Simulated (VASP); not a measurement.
Input of a VASP 6.6.1 run:

INCAR

```
SYSTEM = SiC
  PREC = Accurate
  ENCUT = 600
  EDIFF = 1E-6
  ISMEAR = -1
  SIGMA = 0.05
  LREAL = .False.
  LASPH = .True.
  NELM = 120
  ALGO = Normal
  ISIF = 2
  LWAVE = .False.
  LCHARG = .True.
  GGA = RP
  LELF = .True.
  LVHAR = .True.
  NBANDS = 11
  GGA_COMPAT = .False.
```

KPOINTS

```
Automatic mesh
0
Gamma
  10 10 10
  0 0 0
```

Contents of POSCAR:

```
SiC
1.0
    0.0000000000      2.2009214776      2.2009214776
    2.2009214776      0.0000000000      2.2009214776
    2.2009214776      2.2009214776      0.0000000000
Si C
1 1
Direct
    0.0000000000      0.0000000000      0.0000000000
    0.7500000000      0.7500000000      0.7500000000
```

Potentials or basis: VASP PAW PBE potentials, release 64 (Si, C).

Command:

```sh
$ cat potpaw_PBE.64/Si/POTCAR potpaw_PBE.64/C/POTCAR > POTCAR
$ mpirun -np 1 vasp_std > vasp.out
```

**Question.** Estimate the band gap on the k mesh.

**Answer.** 1.39 eV (least direct gap 4.51 eV).

**Question.** Estimate the pressure.

**Answer.** -0.6 GPa.

Caveat: the PAW data sets were made with another functional, which shifts forces and pressure a little.

**The experiment to reproduce.**

“Insight into the structural, elastic and electronic properties of a new orthorhombic 6O-SiC polytype”, 2020, pmc:7200658 quotes, for a bulk crystal of SiC: band gap 2.4 eV (indirect).

A measured gap of SiC is 2.4 eV (indirect; quoted in “Insight into the structural, elastic and electronic properties of a new orthorhombic 6O-SiC polytype”, 2020, pmc:7200658); the calculated 1.39 eV misses it by -1.01 eV. The value is that of RPBE on a finite k mesh, which can miss the band edges, without temperature or zero-point motion. Semilocal functionals fall short of measured gaps as a rule.
